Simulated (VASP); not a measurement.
Runs of VASP 6.6.1 on GeSb4Te4. The structure is that of space group P-3m1 (No. 164), or close to it. The cells are those of the table. 

```csv
cell,k mesh,smearing,gap on the mesh (eV),pressure (GPa),largest force (eV/Å)
"a = 4.287, b = 4.287, c = 18.355 Å, angles 90.0, 90.0, 120.0°, 9 atoms",12 × 12 × 2,gaussian 0.01 eV,none,-0.4,(c)
"a = 4.300, b = 4.300, c = 18.355 Å, angles 90.0, 90.0, 120.0°, 9 atoms",12 × 12 × 2,gaussian 0.01 eV,0.05,(d),0.06
"a = 4.349, b = 4.349, c = 17.296 Å, angles 90.0, 90.0, 120.0°, 9 atoms",12 × 12 × 2,gaussian 0.01 eV,0.06,0.2,0.05
"a = 4.330, b = 4.330, c = 17.649 Å, angles 90.0, 90.0, 60.0°, 9 atoms",9 × 9 × 2,gaussian 0.03 eV,0.13,0.0,0.05
"a = 4.352, b = 4.352, c = 17.296 Å, angles 90.0, 90.0, 120.0°, 9 atoms",12 × 12 × 2,gaussian 0.01 eV,(a),(b),0.18
```

Alike in all rows: task single point; level PBE; potentials or basis VASP PAW PBE potentials, release 64 (Ge_d, Sb, Te); no spin polarisation; cutoff (eV) 520.

Task: Estimate the missing entries.

Result: (a) 0.03; (b) 0.5; (c) 0.12; (d) -0.2.

Caveats: spin-orbit coupling is left out, which moves the levels of the heavy elements; this functional lacks dispersion, which binds the layers, so the pressure and a relaxed spacing across them are unreliable (some runs).

A k mesh can miss the band edges, and the runs leave out spin-orbit coupling on Ge, Sb, Te.

A gap of «none» marks levels without a gap at the run's occupations.
